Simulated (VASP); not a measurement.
HgTe, 4 atoms in the cell. It takes space group I-4m2 (No. 119, tetragonal). Conventional cell: a = 4.648 Å, b = 4.648 Å, c = 6.836 Å, α = 90.00°, β = 90.00°, γ = 90.00°. Within 3.8 Å of Hg (site symmetry -4m2) lie 4 Te at 2.88 Å. Te (site symmetry -4m2) has 4 Hg at 2.88 Å within 3.8 Å.  This cell differs from its parent crystal: strain along c alone, the other axes held: +4.0 %.

- Program: VASP 6.6.1
- Task: single point
- Functional: r2SCAN
- Potentials or basis: VASP PAW PBE potentials, release 64 (Hg, Te)
- Cutoff: 520 eV
- k mesh: 12 × 12 × 8
- Occupations: gaussian, width 0.1 eV
- Spin: no spin polarisation
- Dipole correction: no
- Further INCAR settings: ALGO = Normal; EDIFF = 1e-07; NBANDS = 26

Potentials or basis: VASP PAW PBE potentials, release 64 (Hg, Te).

Command:

```bash
$ cat potpaw_PBE.64/Hg/POTCAR potpaw_PBE.64/Te/POTCAR > POTCAR
$ cp INCAR.step1 INCAR
$ mpirun -np 1 vasp_std > vasp.out
$ cp INCAR.step2 INCAR
$ mpirun -np 1 vasp_std > vasp.out
```

Hardware: 1 thread of Intel(R) Xeon(R) 6975P-C (Granite Rapids) (shared host).

Question: Estimate the wall time of this run.

Answer: It took 9.2 min on 1 thread of Intel(R) Xeon(R) 6975P-C (Granite Rapids) (shared host), peak memory 0.61 GiB. Counts: k points 140.
